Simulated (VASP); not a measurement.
Here is a VASP 6.6.1 calculation.

File INCAR:

```
SYSTEM = BaAlSi
ALGO = Normal
EDIFF = 1E-6
ENCUT = 520
GGA = CA
ISIF = 2
ISMEAR = 0
LASPH = .True.
LCHARG = .True.
LELF = .True.
LREAL = .False.
LVHAR = .True.
LWAVE = .False.
NBANDS = 16
NELM = 80
PREC = Accurate
SIGMA = 0.1
```

File KPOINTS:

```
k-points
0
Gamma
  7 7 5
  0 0 0
```

File POSCAR:

```
BaAlSi
1.0
    4.3076140000      0.0000000000      0.0000000000
   -2.1538070000      3.7305031537      0.0000000000
    0.0000000000      0.0000000000      5.2258550000
Ba Al Si
1 1 1
Direct
    0.0000000000      0.0000000000      0.0000000000
    0.6666666667      0.3333333333      0.5000000000
    0.3333333333      0.6666666667      0.5000000000
```

Potentials or basis: VASP PAW LDA potentials, release 64 (Ba_sv, Al, Si).

Command:

```console
$ cat potpaw_LDA.64/Ba_sv/POTCAR potpaw_LDA.64/Al/POTCAR potpaw_LDA.64/Si/POTCAR > POTCAR
$ mpirun -np 1 vasp_std > vasp.out
```

(1) Estimate the pressure.

(2) What does it give for the band gap on the k mesh?

Results:

(1) -2.8 GPa.

(2) zero (an odd number of electrons rules out a gap without spin polarisation).

Caveat: spin-orbit coupling is left out, which moves the levels of the heavy elements.
